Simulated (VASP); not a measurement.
# PCS4 (I4/mmm) in VASP: further runs

The runs below take PCS4 through single point, relaxation of cell and atoms, with PBE+D3(BJ).

Program: VASP 6.6.1. These are calculated values, not measurements. Logs are shortened: lines on timing, memory, paths and dates and some standing lists are left out, and cuts for length are marked.

### Step 1. The cell of the first run

Symmetry: I4/mmm, No. 139, tetragonal system. The conventional cell has a = 5.348 Å, b = 5.348 Å, c = 6.449 Å, α = 90.00°, β = 90.00°, γ = 90.00°. Within 3.3 Å of P (site symmetry 4/mmm) lie 8 S at 2.48 Å and 2 C at 3.22 Å. C (site symmetry 4/mmm) has 8 S at 2.48 Å and 2 P at 3.22 Å within 3.3 Å. Within 3.3 Å of S (site symmetry 2/m) lie 2 P at 2.48 Å and 2 C at 2.48 Å and 6 S at 2.67 to 3.22 Å.

The cell was generated, and may not be a known phase.

### Step 2. Single point, PBE+D3(BJ)

INCAR

```
ALGO = Normal
EDIFF = 1E-6
ENCUT = 520
GGA = PE
ISIF = 2
ISMEAR = 0
IVDW = 12
LASPH = T
LCHARG = T
LELF = T
LREAL = F
LVHAR = T
LWAVE = F
NBANDS = 26
NELM = 80
PREC = Accurate
SIGMA = 0.1
```

KPOINTS

```
k-points
0
Gamma
  10 10 10
```

POSCAR

```
PCS4
1.0
   -2.6738579011      2.6738579011      3.2247270263
    2.6738579011     -2.6738579011      3.2247270263
    2.6738579011      2.6738579011     -3.2247270263
P C S
1 1 4
Direct
    0.0000000000      0.0000000000      0.0000000000
    0.5000000000      0.5000000000      0.0000000000
    0.5000000000      0.5000000000      0.5000000000
    0.0000000000      0.0000000000      0.5000000000
    0.5000000000      0.0000000000      0.0000000000
    0.0000000000      0.5000000000      0.0000000000
```

Potentials or basis: VASP PAW PBE potentials, release 64 (P, C, S).

Started as:

```sh
> cat potpaw_PBE.64/P/POTCAR potpaw_PBE.64/C/POTCAR potpaw_PBE.64/S/POTCAR > POTCAR
> mpirun -np 1 vasp_std > vasp.out
```

OUTCAR:

```text
EDIFF = 1E-6
   ENCUT = 520
   GGA = PE
   ISIF = 2
   ISMEAR = 0
   IVDW = 12
   LASPH = T
   LREAL = F
   NELM = 80
   PREC = Accurate
 IVDW          = 12

 ion  position               nearest neighbor table
   1  0.000  0.000  0.000-   3 2.48   4 2.48   5 2.48   6 2.48   4 2.48   6 2.48   5 2.48   3 2.48

   2  0.500  0.500  0.000-
   3  0.500  0.500  0.500-   1 2.48   1 2.48   6 2.67   5 2.67   6 2.67   5 2.67
   4  0.000  0.000  0.500-   1 2.48   1 2.48   6 2.67   5 2.67   6 2.67   5 2.67
   5  0.500  0.000  0.000-   1 2.48   1 2.48   4 2.67   3 2.67   3 2.67   4 2.67
   6  0.000  0.500  0.000-   1 2.48   1 2.48   4 2.67   3 2.67   4 2.67   3 2.67

  LATTYP: Found a body centered tetragonal cell.
 ALAT       =     5.3477158022
 C/A-ratio  =     1.2060203442

  Lattice vectors:

 A1 = (  -2.6738579011,   2.6738579011,   3.2247270263)
 A2 = (   2.6738579011,  -2.6738579011,   3.2247270263)
 A3 = (   2.6738579011,   2.6738579011,  -3.2247270263)

Analysis of symmetry for initial positions (statically):
=====================================================================
 Subroutine PRICEL returns:
 Original cell was already a primitive cell.

 Routine SETGRP: Setting up the symmetry group for a
 body centered tetragonal supercell.

 Subroutine GETGRP returns: Found 16 space group operations
 (whereof 16 operations were pure point group operations)
 out of a pool of 16 trial point group operations.

The static configuration has the point symmetry D_4h.

Analysis of symmetry for dynamics (positions and initial velocities):
=====================================================================
 Subroutine PRICEL returns:
 Original cell was already a primitive cell.

 Routine SETGRP: Setting up the symmetry group for a
 body centered tetragonal supercell.

 Subroutine GETGRP returns: Found 16 space group operations
 (whereof 16 operations were pure point group operations)
 out of a pool of 16 trial point group operations.

The dynamic configuration has the point symmetry D_4h.

 Subroutine INISYM returns: Found 16 space group operations
 (whereof 16 operations are pure point group operations),
 and found     1 'primitive' translations

----------------------------------------------------------------------------------------

                                     Primitive cell

  volume of cell :      92.2210

  direct lattice vectors                    reciprocal lattice vectors
    -2.673857901  2.673857901  3.224727026     0.000000000  0.186995726  0.155051884
     2.673857901 -2.673857901  3.224727026     0.186995726  0.000000000  0.155051884
     2.673857901  2.673857901 -3.224727026     0.186995726  0.186995726  0.000000000

  length of vectors
     4.969697832  4.969697832  4.969697832     0.242916628  0.242916628  0.264451892

  position of ions in fractional coordinates (direct lattice)
     0.000000000  0.000000000  0.000000000
     0.500000000  0.500000000  0.000000000
     0.500000000  0.500000000  0.500000000
     0.000000000  0.000000000  0.500000000
     0.500000000  0.000000000  0.000000000
     0.000000000  0.500000000  0.000000000

  ion indices of the primitive-cell ions
   primitive index   ion index
                 1           1
                 2           2
                 3           3
                 4           4
                 5           5
                 6           6

----------------------------------------------------------------------------------------

 KPOINTS: k-points

Automatic generation of k-mesh.
 Grid dimensions read from file:
 generate k-points for:   10   10   10

 Generating k-lattice:

  Cartesian coordinates                     Fractional coordinates (reciprocal lattice)
     0.000000000  0.018699573  0.015505188     0.100000000  0.000000000  0.000000000
     0.018699573  0.000000000  0.015505188     0.000000000  0.100000000  0.000000000
     0.018699573  0.018699573  0.000000000     0.000000000  0.000000000  0.100000000

  Length of vectors
     0.024291663  0.024291663  0.026445189

  Shift w.r.t. Gamma in fractional coordinates (k-lattice)
     0.000000000  0.000000000  0.000000000

 Subroutine IBZKPT returns following result:
 ===========================================

 Found    102 irreducible k-points:

 Following reciprocal coordinates:
            Coordinates               Weight
  0.000000  0.000000  0.000000      1.000000
  0.100000 -0.000000  0.000000      8.000000
  0.200000 -0.000000  0.000000      8.000000
  0.300000 -0.000000  0.000000      8.000000
  0.400000 -0.000000  0.000000      8.000000
  0.500000  0.000000  0.000000      4.000000
[... 16 lines left out ...]
  0.300000  0.300000  0.000000      8.000000
  0.400000  0.300000  0.000000     16.000000
 [... further k-points ...]
   k-points           NKPTS =    102   k-points in BZ     NKDIM =    102   number of bands    NBANDS=     26
   number of dos      NEDOS =    301   number of ions     NIONS =      6
   total plane-waves  NPLWV =  64000
   dimension x,y,z NGX =    40 NGY =   40 NGZ =   40
   dimension x,y,z NGXF=    80 NGYF=   80 NGZF=   80
   ions per type =               1   1   4
   NGX,Y,Z   is equivalent  to a cutoff of  13.38, 13.38, 13.38 a.u.
   NGXF,Y,Z  is equivalent  to a cutoff of  26.76, 26.76, 26.76 a.u.
 SYSTEM =  unknown system
   PREC   = accura    normal or accurate (medium, high low for compatibility)
   ISTART =      0    job   : 0-new  1-cont  2-samecut
   ICHARG =      2    charge: 1-file 2-atom 10-const
   ISPIN  =      1    spin polarized calculation?
   LNONCOLLINEAR =      F non collinear calculations
   LSORBIT =      F    spin-orbit coupling
   LASPH  =      T    aspherical Exc in radial PAW
   ENCUT  =  520.0 eV  38.22 Ry    6.18 a.u.   9.24  9.24  9.24*2*pi/ulx,y,z
   NELM   =     80;   NELMIN=  2; NELMDL= -5     # of ELM steps
   EDIFF  = 0.1E-05   stopping-criterion for ELM
   LREAL  =      F    real-space projection
   EDIFFG = 0.1E-04   stopping-criterion for IOM
   NSW    =      0    number of steps for IOM
   IBRION =     -1    ionic relax: 0-MD 1-quasi-New 2-CG
   NFREE  =      0    steps in history (QN), initial steepest desc. (CG)
   ISIF   =      2    stress and relaxation
   ISYM   =      2    0-nonsym 1-usesym 2-fastsym
   POTIM  = 0.5000    time-step for ionic-motion
   TEBEG  =    0.0;   TEEND  =   0.0 temperature during run
   PSTRESS=    0.0 pullay stress
   NELECT =      33.0000    total number of electrons
   NUPDOWN=      -1.0000    fix difference up-down
   EMIN   =  10.00;   EMAX   =-10.00  energy-range for DOS
   EFERMI =   0.00;   METHOD = LEGACY
   ISMEAR =     0;   SIGMA  =   0.10  broadening in eV -4-tet -1-fermi 0-gaus
   EFERMI_NEDOS =   21; number of points for ismear=-14 and -15
   IALGO  =     38    algorithm
   IMIX   =      4    mixing-type and parameters
     AMIX     =   0.40;   BMIX     =  1.00
     AMIX_MAG =   1.60;   BMIX_MAG =  1.00
  volume/ion in A,a.u.               =      15.37       103.72
  Fermi-wavevector in a.u.,A,eV,Ry     =   1.162259  2.196351 18.379378  1.350846
  Thomas-Fermi vector in A             =   2.298822
   LORBIT       =      0    0 simple, 1 ext, 2 COOP (PROOUT), +10 PAW based schemes
   GGA     = PE    functional components
   LHFCALC =     F    Hartree Fock is set to
   AEXX    =    0.0000 exact exchange contribution
   IVDW    =    12    specifies the selected vdW correction
   LEPSILON=     F    determine dielectric tensor
   LRPA    =     F    only Hartree local field effects (RPA)
 non-spin polarized calculation
 Gauss-broadening in eV      SIGMA  =   0.10
  energy-cutoff  :      520.00
  volume of cell :       92.22
 maximum number of plane-waves:      2499
 NGX is ok and might be reduce to    40
   NGX = 19   NGY = 19   NGZ = 19

 number of electron      33.0000005 magnetization

 Free energy of the ion-electron system (eV)
  ---------------------------------------------------
  ext. energy  EPLUGINS =         0.00000000
  ---------------------------------------------------
  free energy    TOTEN  =       -22.40988557 eV

  energy without entropy =      -22.39420867  energy(sigma->0) =      -22.40204712

 E-fermi :   7.1017     XC(G=0): -10.7004

 val. band max:        7.1003227293   @ k =   0.2000   0.2000   0.1000
 cond. band min:       7.1051739489   @ k =   0.5000   0.2000   0.1000
 fundamental gap:      0.0048512195
 Fermi energy:         7.1017492519

 k-point     1 :       0.0000    0.0000    0.0000
  band No.  band energies     occupation
      1     -10.0483      2.00000
      2      -5.6542      2.00000
      3      -5.6542      2.00000
      4      -3.9745      2.00000
      5      -2.6065      2.00000
      6      -2.0379      2.00000
[... 18 lines left out ...]
     25      12.8867      0.00000
     26      13.2965      0.00000

 k-point     2 :       0.1000   -0.0000    0.0000
  band No.  band energies     occupation
      1      -9.9799      2.00000
      2      -5.8321      2.00000
      3      -5.6505      2.00000
      4      -4.0950      2.00000
      5      -2.9537      2.00000
      6      -1.5810      2.00000
[... 18 lines left out ...]
     25      12.4899      0.00000
     26      13.1116      0.00000

 k-point     3 :       0.2000   -0.0000    0.0000
  band No.  band energies     occupation
      1      -9.7763      2.00000
      2      -6.3240      2.00000
      3      -5.6318      2.00000
      4      -4.3849      2.00000
      5      -3.2226      2.00000
      6      -1.1544      2.00000
[... 18 lines left out ...]
     25      11.8793      0.00000
     26      13.0258      0.00000

 k-point     4 :       0.3000   -0.0000    0.0000
  band No.  band energies     occupation
      1      -9.4426      2.00000
      2      -6.9932      2.00000
      3      -5.5800      2.00000
      4      -4.7238      2.00000
      5      -3.2535      2.00000
      6      -1.7243      2.00000
[... 18 lines left out ...]
     25      11.5672      0.00000
     26      12.9955      0.00000

 k-point     5 :       0.4000   -0.0000    0.0000
  band No.  band energies     occupation
      1      -8.9933      2.00000
      2      -7.6908      2.00000
      3      -5.4769      2.00000
      4      -5.0322      2.00000
      5      -3.1323      2.00000
      6      -2.1925      2.00000
[... 18 lines left out ...]
     25      12.5429      0.00000
     26      13.2705      0.00000

 k-point     6 :       0.5000    0.0000    0.0000
  band No.  band energies     occupation
      1      -8.5830      2.00000
      2      -8.1907      2.00000
      3      -5.3544      2.00000
      4      -5.2282      2.00000
      5      -3.0200      2.00000
      6      -2.4179      2.00000
[... 427 lines left out ...]
 k-point    21 :      -0.3000    0.2000    0.0000
  band No.  band energies     occupation
      1      -9.4871      2.00000
      2      -6.4919      2.00000
      3      -5.7585      2.00000
      4      -5.4176      2.00000
      5      -3.2149      2.00000
      6      -1.1031      2.00000
[... 18 lines left out ...]
     25      11.6960      0.00000
     26      12.6332      0.00000

 k-point    22 :      -0.2000    0.2000    0.0000
  band No.  band energies     occupation
      1      -9.7162      2.00000
      2      -6.0940      2.00000
      3      -5.8275      2.00000
      4      -4.9868      2.00000
      5      -3.0805      2.00000
      6      -0.9220      2.00000
[... 18 lines left out ...]
     25      12.1621      0.00000
     26      12.8720      0.00000

 k-point    23 :       0.3000    0.3000    0.0000
  band No.  band energies     occupation
      1      -8.4826      2.00000
      2      -7.6322      2.00000
      3      -6.7572      2.00000
      4      -5.2282      2.00000
      5      -2.8723      2.00000
      6      -2.2712      2.00000
[... 18 lines left out ...]
     25      13.9175      0.00000
     26      14.5726      0.00000

 k-point    24 :       0.4000    0.3000    0.0000
  band No.  band energies     occupation
      1      -8.2472      2.00000
      2      -7.7852      2.00000
      3      -6.8094      2.00000
      4      -5.4725      2.00000
      5      -3.0591      2.00000
      6      -1.9954      2.00000
[... 18 lines left out ...]
     25      14.2587      0.00000
     26      14.7388      0.00000

 [... further k-points ...]

------------------------ aborting loop because EDIFF is reached ----------------------------------------

 Edisp (eV)   -2.03141

 E8    (eV) :    -0.7173

  FORCE on cell =-STRESS in cart. coord.  units (eV):
  Direction    XX          YY          ZZ          XY          YZ          ZX
  --------------------------------------------------------------------------------------
  -------------------------------------------------------------------------------------
  Total      -0.10610    -0.10610    -0.10173     0.00000     0.00000     0.00000
  in kB      -1.84326    -1.84326    -1.76731     0.00000     0.00000     0.00000
  external pressure =       -1.82 kB  Pullay stress =        0.00 kB

 VOLUME and BASIS-vectors are now :
 -----------------------------------------------------------------------------
  energy-cutoff  :      520.00
  volume of cell :       92.22
      direct lattice vectors                 reciprocal lattice vectors
    -2.673857901  2.673857901  3.224727026     0.000000000  0.186995726  0.155051884
     2.673857901 -2.673857901  3.224727026     0.186995726  0.000000000  0.155051884
     2.673857901  2.673857901 -3.224727026     0.186995726  0.186995726  0.000000000

 POSITION                                       TOTAL-FORCE (eV/Angst)
 -----------------------------------------------------------------------------------
      0.00000      0.00000      0.00000         0.000000      0.000000      0.000000
      0.00000      0.00000      3.22473         0.000000      0.000000     -0.000000
      1.33693      1.33693      1.61236        -0.000000      0.000000      0.000000
      1.33693      1.33693     -1.61236        -0.000000     -0.000000      0.000000
     -1.33693      1.33693      1.61236        -0.000000      0.000000     -0.000000
      1.33693     -1.33693      1.61236         0.000000      0.000000      0.000000
 -----------------------------------------------------------------------------------
    total drift:                                0.000000     -0.000000      0.000000

  FREE ENERGIE OF THE ION-ELECTRON SYSTEM (eV)
  ---------------------------------------------------
  free  energy   TOTEN  =       -24.4412969350 eV

  energy  without entropy=      -24.4256200409  energy(sigma->0) =      -24.43345849
```

It took 1.8 min on 1 thread of Intel Xeon 6975P-C (Granite Rapids), shared host; peak memory 0.36 GiB.

Results:

```
Free energy                : -24.4413 eV
Pressure                   : -0.2 GPa
Band gap on the k mesh     : zero (an odd number of electrons rules out a gap without spin polarisation)
Dispersion energy per atom : -0.339 eV
```

Levels at points of the mesh, in eV from the Fermi level:
```
           k point  band 12  band 13  band 14  band 15  band 16  band 17  band 18  band 19  band 20  band 21
(0.00, 0.00, 0.00)    -5.95    -4.26     0.18     0.18     0.49     2.39     2.40     2.46     3.06     3.71
(0.50, 0.00, 0.00)    -3.40    -2.39    -2.05    -1.86    -1.75     0.13     0.23     1.33     1.61     3.19
(0.50, 0.50, 0.00)    -2.94    -2.41    -2.23    -1.70    -1.55    -1.27    -1.25    -0.71     0.54     2.89
(0.50, 0.50, 0.50)    -1.60    -1.60    -1.21    -1.18    -1.18    -0.77    -0.10     0.75     0.75     1.42
```

Caveat: an odd number of electrons without spin polarisation forces a metal; a magnetic or distorted state may lie lower.

### Step 3. Relaxation of cell and atoms, PBE+D3(BJ)

This run uses another cell than the first one, of 15.23 Å³/atom.

INCAR

```
  PREC = Accurate
  ENCUT = 600
  EDIFF = 1E-7
  ISMEAR = 0
  SIGMA = 0.1
  LREAL = F
  LASPH = T
  NELM = 80
  ALGO = Normal
  ISIF = 3
  LWAVE = F
  LCHARG = F
  GGA = PE
  IVDW = 12
  IBRION = 2
  NSW = 100
  EDIFFG = -0.01
```

KPOINTS

```
regular mesh
0
Gamma
  10 10 10
```

POSCAR: that of step 2 with these lines changed.

```diff
@@ -2,5 +2,5 @@
 1.0
-   -2.6738579011      2.6738579011      3.2247270263
-    2.6738579011     -2.6738579011      3.2247270263
-    2.6738579011      2.6738579011     -3.2247270263
+   -2.6975797451      2.6975797451      3.1396549464
+    2.6975797451     -2.6975797451      3.1396549464
+    2.6975797451      2.6975797451     -3.1396549464
 P C S
```

Potentials or basis: VASP PAW PBE potentials, release 64 (P, C, S).

Started as:

```sh
> cat potpaw_PBE.64/P/POTCAR potpaw_PBE.64/C/POTCAR potpaw_PBE.64/S/POTCAR > POTCAR
> mpirun -np 1 vasp_std > vasp.out
```

Wall time 5.2 min (1 thread of Intel Xeon 6975P-C (Granite Rapids), shared host); peak memory 0.39 GiB.

Results (log left out):

```yaml
Free_energy: -24.4422 eV
Relaxed_volume: 15.34 Å³/atom
Relaxed_cell: a = 4.966 Å, b = 4.966 Å, c = 4.966 Å, α = 114.89°, β = 114.89°, γ = 99.11°
Space_group_after_relaxing_to_0.1_Å: I4/mmm (No. 139)
Energy_gained_by_relaxing: 2.9 meV/atom
Ionic_steps: 5
Pressure_after_relaxing: 0.0 GPa
Band_gap_on_the_k_mesh: zero (an odd number of electrons rules out a gap without spin polarisation)
Dispersion_energy_per_atom: -0.339 eV
```

The path:
| step | energy change (eV) | largest force (eV/Å) | pressure (GPa) | volume (Å³) |
| --- | --- | --- | --- | --- |
| 1 | 0.0000 | 0.0000 | -0.20 | 91.39 |
| 2 | -0.0098 | 0.0000 | 0.20 | 91.13 |
| 3 | -0.0141 | 0.0000 | 0.72 | 90.79 |
| 4 | -0.0171 | 0.0000 | 0.12 | 91.82 |
| 5 | -0.0172 | 0.0000 | -0.01 | 92.01 |

Final structure:
```cif
data_structure
_symmetry_space_group_name_H-M 'P 1'
_symmetry_Int_Tables_number 1
_cell_length_a 4.9658
_cell_length_b 4.9658
_cell_length_c 4.9658
_cell_angle_alpha 114.888
_cell_angle_beta 114.888
_cell_angle_gamma 99.108
_cell_volume 92.01
loop_
_atom_site_label
_atom_site_type_symbol
_atom_site_fract_x
_atom_site_fract_y
_atom_site_fract_z
_atom_site_occupancy
P1 P 0.00000 0.00000 0.00000 1
C1 C 0.50000 0.50000 0.00000 1
S1 S 0.50000 0.50000 0.50000 1
S2 S 0.00000 0.00000 0.50000 1
S3 S 0.50000 0.00000 0.00000 1
S4 S 0.00000 0.50000 0.00000 1
```

Levels at points of the mesh, in eV from the Fermi level:
```csv
k point,band 14,band 15,band 16,band 17,band 18,band 19
"(0.00, 0.00, 0.00)",0.18,0.18,0.49,2.38,2.39,2.47
"(0.50, 0.00, 0.00)",-2.05,-1.87,-1.75,0.13,0.23,1.33
"(0.50, 0.50, 0.00)",-2.24,-1.71,-1.55,-1.27,-1.26,-0.71
"(0.50, 0.50, 0.50)",-1.21,-1.18,-1.18,-0.78,-0.09,0.76
```

Caveat: an odd number of electrons without spin polarisation forces a metal; a magnetic or distorted state may lie lower.
